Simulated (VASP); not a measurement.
# Pt (Fmmm) in VASP: further runs

Pt is run at these levels: LDA; tasks: single point.

Everything below comes from runs of VASP 6.6.1. Logs are shortened: lines on timing, memory, paths and dates and some standing lists are left out, and cuts for length are marked.

## (1) The cell of the first run

It takes space group Fmmm (No. 69, orthorhombic). Conventional cell: a = 3.621 Å, b = 3.894 Å, c = 4.001 Å, α = 90.00°, β = 90.00°, γ = 90.00°. Pt (site symmetry mmm) has 12 Pt at 2.66 to 2.79 Å within 3.5 Å.

## (2) Single point, LDA (normal strain along x +0.0275, normal strain along z -0.0700)

INCAR

```
SYSTEM = Pt
ALGO = Fast
EDIFF = 1E-6
ENCUT = 520
GGA = CA
ISIF = 2
ISMEAR = 0
LASPH = .True.
LCHARG = .False.
LREAL = .False.
LWAVE = .False.
NBANDS = 11
NELM = 100
PREC = Accurate
SIGMA = 0.15
```

KPOINTS

```
k-points
0
Gamma
  20 20 20
  0 0 0
```

POSCAR

```
Pt
1.0
    0.0000000000      1.9468328700      1.8105545691
    2.0003707739      0.0000000000      1.8105545691
    2.0003707739      1.9468328700      0.0000000000
Pt
1
Direct
    0.0000000000      0.0000000000      0.0000000000
```

Potentials or basis: VASP PAW LDA potentials, release 64 (Pt).

The run is started by

```sh
cat potpaw_LDA.64/Pt/POTCAR > POTCAR
mpirun -np 1 vasp_std > vasp.out
```

OUTCAR:

```text
SYSTEM = Pt
   EDIFF = 1E-6
   ENCUT = 520
   GGA = CA
   ISIF = 2
   ISMEAR = 0
   LASPH = .True.
   LREAL = .False.
   NELM = 100
   PREC = Accurate

 ion  position               nearest neighbor table
   1  0.000  0.000  0.000-

  LATTYP: Found a face centered orthorhombic cell.
 ALAT       =     3.6211091382
 B/A-ratio  =     1.0752688172
 C/A-ratio  =     1.1048387097

  Lattice vectors:

 A1 = (   2.0003707739,  -1.9468328700,   0.0000000000)
 A2 = (   2.0003707739,   0.0000000000,   1.8105545691)
 A3 = (   0.0000000000,  -1.9468328700,   1.8105545691)

Analysis of symmetry for initial positions (statically):
=====================================================================
 Subroutine PRICEL returns:
 Original cell was already a primitive cell.

 Routine SETGRP: Setting up the symmetry group for a
 face centered orthorhombic supercell.

 Subroutine GETGRP returns: Found  8 space group operations
 (whereof  8 operations were pure point group operations)
 out of a pool of  8 trial point group operations.

The static configuration has the point symmetry D_2h.

Analysis of symmetry for dynamics (positions and initial velocities):
=====================================================================
 Subroutine PRICEL returns:
 Original cell was already a primitive cell.

 Routine SETGRP: Setting up the symmetry group for a
 face centered orthorhombic supercell.

 Subroutine GETGRP returns: Found  8 space group operations
 (whereof  8 operations were pure point group operations)
 out of a pool of  8 trial point group operations.

The dynamic configuration has the point symmetry D_2h.

 Subroutine INISYM returns: Found  8 space group operations
 (whereof  8 operations are pure point group operations),
 and found     1 'primitive' translations

----------------------------------------------------------------------------------------

                                     Primitive cell

  volume of cell :      14.1020

  direct lattice vectors                    reciprocal lattice vectors
     0.000000000  1.946832870  1.810554569    -0.249953662  0.256827388  0.276158481
     2.000370774  0.000000000  1.810554569     0.249953662 -0.256827388  0.276158481
     2.000370774  1.946832870  0.000000000     0.249953662  0.256827388 -0.276158481

  length of vectors
     2.658621085  2.698071734  2.791351188     0.452438556  0.452438556  0.452438556

  position of ions in fractional coordinates (direct lattice)
     0.000000000  0.000000000  0.000000000

  ion indices of the primitive-cell ions
   primitive index   ion index
                 1           1

----------------------------------------------------------------------------------------

 KPOINTS: k-points

Automatic generation of k-mesh.
 Grid dimensions read from file:
 generate k-points for:   20   20   20

 Generating k-lattice:

  Cartesian coordinates                     Fractional coordinates (reciprocal lattice)
    -0.012497683  0.012841369  0.013807924     0.050000000  0.000000000  0.000000000
     0.012497683 -0.012841369  0.013807924     0.000000000  0.050000000  0.000000000
     0.012497683  0.012841369 -0.013807924     0.000000000  0.000000000  0.050000000

  Length of vectors
     0.022621928  0.022621928  0.022621928

  Shift w.r.t. Gamma in fractional coordinates (k-lattice)
     0.000000000  0.000000000  0.000000000

 Subroutine IBZKPT returns following result:
 ===========================================

 Found   1166 irreducible k-points:

 Following reciprocal coordinates:
            Coordinates               Weight
  0.000000  0.000000  0.000000      1.000000
  0.050000  0.000000  0.000000      8.000000
  0.100000  0.000000  0.000000      8.000000
  0.150000  0.000000  0.000000      8.000000
  0.200000  0.000000  0.000000      8.000000
  0.250000 -0.000000  0.000000      8.000000
[... 16 lines left out ...]
 -0.400000  0.050000 -0.000000      8.000000
 -0.350000  0.050000  0.000000      8.000000
 [... further k-points ...]
   k-points           NKPTS =   1166   k-points in BZ     NKDIM =   1166   number of bands    NBANDS=     11
   number of dos      NEDOS =    301   number of ions     NIONS =      1
   total plane-waves  NPLWV =   9600
   dimension x,y,z NGX =    20 NGY =   20 NGZ =   24
   dimension x,y,z NGXF=    40 NGYF=   40 NGZF=   48
   ions per type =               1
   NGX,Y,Z   is equivalent  to a cutoff of  12.51, 12.32, 14.29 a.u.
   NGXF,Y,Z  is equivalent  to a cutoff of  25.01, 24.65, 28.59 a.u.
 SYSTEM =  Pt
   PREC   = accura    normal or accurate (medium, high low for compatibility)
   ISTART =      0    job   : 0-new  1-cont  2-samecut
   ICHARG =      2    charge: 1-file 2-atom 10-const
   ISPIN  =      1    spin polarized calculation?
   LNONCOLLINEAR =      F non collinear calculations
   LSORBIT =      F    spin-orbit coupling
   LASPH  =      T    aspherical Exc in radial PAW
   ENCUT  =  520.0 eV  38.22 Ry    6.18 a.u.   4.94  5.02  5.19*2*pi/ulx,y,z
   NELM   =    100;   NELMIN=  2; NELMDL= -5     # of ELM steps
   EDIFF  = 0.1E-05   stopping-criterion for ELM
   LREAL  =      F    real-space projection
   EDIFFG = 0.1E-04   stopping-criterion for IOM
   NSW    =      0    number of steps for IOM
   IBRION =     -1    ionic relax: 0-MD 1-quasi-New 2-CG
   NFREE  =      0    steps in history (QN), initial steepest desc. (CG)
   ISIF   =      2    stress and relaxation
   ISYM   =      2    0-nonsym 1-usesym 2-fastsym
   POTIM  = 0.5000    time-step for ionic-motion
   TEBEG  =    0.0;   TEEND  =   0.0 temperature during run
   PSTRESS=    0.0 pullay stress
   NELECT =      10.0000    total number of electrons
   NUPDOWN=      -1.0000    fix difference up-down
   EMIN   =  10.00;   EMAX   =-10.00  energy-range for DOS
   EFERMI =   0.00;   METHOD = LEGACY
   ISMEAR =     0;   SIGMA  =   0.15  broadening in eV -4-tet -1-fermi 0-gaus
   EFERMI_NEDOS =   21; number of points for ismear=-14 and -15
   IALGO  =     68    algorithm
   IMIX   =      4    mixing-type and parameters
     AMIX     =   0.40;   BMIX     =  1.00
     AMIX_MAG =   1.60;   BMIX_MAG =  1.00
  volume/ion in A,a.u.               =      14.10        95.17
  Fermi-wavevector in a.u.,A,eV,Ry     =   1.459871  2.758757 28.997066  2.131224
  Thomas-Fermi vector in A             =   2.576387
   LORBIT       =      0    0 simple, 1 ext, 2 COOP (PROOUT), +10 PAW based schemes
   GGA     = CA    functional components
   LHFCALC =     F    Hartree Fock is set to
   AEXX    =    0.0000 exact exchange contribution
   IVDW    =     0    specifies the selected vdW correction
   LEPSILON=     F    determine dielectric tensor
   LRPA    =     F    only Hartree local field effects (RPA)
 non-spin polarized calculation
 RMM-DIIS sequential band-by-band and
 Gauss-broadening in eV      SIGMA  =   0.15
  energy-cutoff  :      520.00
  volume of cell :       14.10
 maximum number of plane-waves:       410
   NGX =  9   NGY =  9   NGZ = 11

 number of electron      10.0000000 magnetization

 number of electron       9.9999999 magnetization

 Free energy of the ion-electron system (eV)
  ---------------------------------------------------
  ext. energy  EPLUGINS =         0.00000000
  ---------------------------------------------------
  free energy    TOTEN  =        -7.45537075 eV

  energy without entropy =       -7.43817910  energy(sigma->0) =       -7.44677493

 E-fermi :  12.4665     XC(G=0): -14.0775

 val. band max:       12.4664724204   @ k =   0.5000   0.1000   0.0500
 cond. band min:      12.4706448099   @ k =   0.2000  -0.4000   0.1000
 fundamental gap:      0.0041723895
 Fermi energy:        12.4665273496

 k-point     1 :       0.0000    0.0000    0.0000
  band No.  band energies     occupation
      1       1.4785      2.00000
      2       7.7512      2.00000
      3       8.1410      2.00000
      4       9.0013      2.00000
      5       9.9769      2.00000
      6      11.2824      2.00000
      7      27.0368      0.00000
      8      31.0263      0.00000
      9      31.7262      0.00000
     10      34.0390      0.00000
     11      38.1396      0.00000

 k-point     2 :       0.0500    0.0000    0.0000
  band No.  band energies     occupation
      1       1.5871      2.00000
      2       7.7715      2.00000
      3       8.1555      2.00000
      4       8.9996      2.00000
      5       9.9652      2.00000
      6      11.2430      2.00000
      7      27.2135      0.00000
      8      30.9820      0.00000
      9      31.7244      0.00000
     10      33.8144      0.00000
     11      38.8405      0.00000

 k-point     3 :       0.1000    0.0000    0.0000
  band No.  band energies     occupation
      1       1.9045      2.00000
      2       7.7981      2.00000
      3       8.1970      2.00000
      4       9.0193      2.00000
      5       9.9549      2.00000
      6      11.1408      2.00000
      7      27.7045      0.00000
      8      30.3403      0.00000
      9      32.0481      0.00000
     10      33.8677      0.00000
     11      39.8733      0.00000

 k-point     4 :       0.1500    0.0000    0.0000
  band No.  band energies     occupation
      1       2.4016      2.00000
      2       7.7750      2.00000
      3       8.2491      2.00000
      4       9.0916      2.00000
      5      10.0186      2.00000
      6      11.0234      2.00000
      7      28.3710      0.00000
      8      29.1406      0.00000
      9      32.8023      0.00000
     10      34.5037      0.00000
     11      38.5205      0.00000

 k-point     5 :       0.2000    0.0000    0.0000
  band No.  band energies     occupation
      1       3.0170      2.00000
      2       7.7472      2.00000
      3       8.2479      2.00000
      4       9.1814      2.00000
      5      10.2472      2.00000
      6      10.9684      2.00000
      7      27.7238      0.00000
      8      28.9624      0.00000
      9      33.8392      0.00000
     10      35.4646      0.00000
     11      36.9198      0.00000
[... 211 lines left out ...]
 k-point    21 :       0.5000    0.0500    0.0000
  band No.  band energies     occupation
      1       4.5046      2.00000
      2       7.7010      2.00000
      3       8.6880      2.00000
      4      10.9502      2.00000
      5      12.8470      0.00033
      6      13.1026      0.00000
      7      18.9563      0.00000
      8      26.5628      0.00000
      9      30.9539      0.00000
     10      32.6982      0.00000
     11      40.9513      0.00000

 k-point    22 :      -0.4500    0.0500    0.0000
  band No.  band energies     occupation
      1       4.5074      2.00000
      2       7.7074      2.00000
      3       8.6827      2.00000
      4      10.9297      2.00000
      5      12.6812      0.04297
      6      12.9491      0.00001
      7      19.2695      0.00000
      8      26.6111      0.00000
      9      31.3211      0.00000
     10      32.5657      0.00000
     11      41.0282      0.00000

 k-point    23 :      -0.4000    0.0500   -0.0000
  band No.  band energies     occupation
      1       4.5121      2.00000
      2       7.7720      2.00000
      3       8.7367      2.00000
      4      10.2842      2.00000
      5      12.2713      1.93426
      6      12.5373      0.50483
      7      20.5833      0.00000
      8      26.9101      0.00000
      9      32.2338      0.00000
     10      32.8582      0.00000
     11      40.2831      0.00000

 k-point    24 :      -0.3500    0.0500    0.0000
  band No.  band energies     occupation
      1       4.4694      2.00000
      2       7.8885      2.00000
      3       8.8294      2.00000
      4       9.3179      2.00000
      5      11.7071      2.00000
      6      12.1609      1.99604
      7      22.3451      0.00000
      8      27.4549      0.00000
      9      33.3697      0.00000
     10      33.7022      0.00000
     11      38.8887      0.00000

 [... further k-points ...]
[... 5 lines left out ...]
  --------------------------------------------------------------------------------------
  -------------------------------------------------------------------------------------
  Total        1.0831147      1.6038246      2.0110990      0.0000000      0.0000000      0.0000000
  in kB      123.0564070    182.2160617    228.4879249      0.0000000      0.0000000      0.0000000
  external PRESSURE =     177.9201312 kB  Pullay stress =       0.0000000 kB

 VOLUME and BASIS-vectors are now :
 -----------------------------------------------------------------------------
  energy-cutoff  :      520.00
  volume of cell :       14.10
      direct lattice vectors                 reciprocal lattice vectors
     0.000000000  1.946832870  1.810554569    -0.249953662  0.256827388  0.276158481
     2.000370774  0.000000000  1.810554569     0.249953662 -0.256827388  0.276158481
     2.000370774  1.946832870  0.000000000     0.249953662  0.256827388 -0.276158481

 POSITION                                       TOTAL-FORCE (eV/Angst)
 -----------------------------------------------------------------------------------
      0.00000      0.00000      0.00000         0.000000      0.000000      0.000000
 -----------------------------------------------------------------------------------
    total drift:                                0.000000      0.000000      0.000000

  FREE ENERGIE OF THE ION-ELECTRON SYSTEM (eV)
  ---------------------------------------------------
  free  energy   TOTEN  =        -7.4553707516 eV

  energy  without entropy=       -7.4381791007  energy(sigma->0) =       -7.44677493
```

Wall time 2.9 min (1 thread of Intel Xeon Platinum 8375C at 2.90GHz (Ice Lake), shared host); peak memory 0.29 GiB.

Results:

* Free energy: -7.4554 eV
* Pressure: 17.8 GPa
* Band gap on the k mesh: zero (band 5 reaches 13.54 eV, above the bottom of band 6 at 10.51 eV)

Stress tensor (GPa, compression positive):
```
12.31  0.00  0.00
 0.00 18.22  0.00
 0.00  0.00 22.85
```

Caveat: the cell differs from its parent crystal (normal strain along x +0.0275, normal strain along z -0.0700); spin-orbit coupling is left out, which moves the levels of the heavy elements.

[end of part 1 of 2]
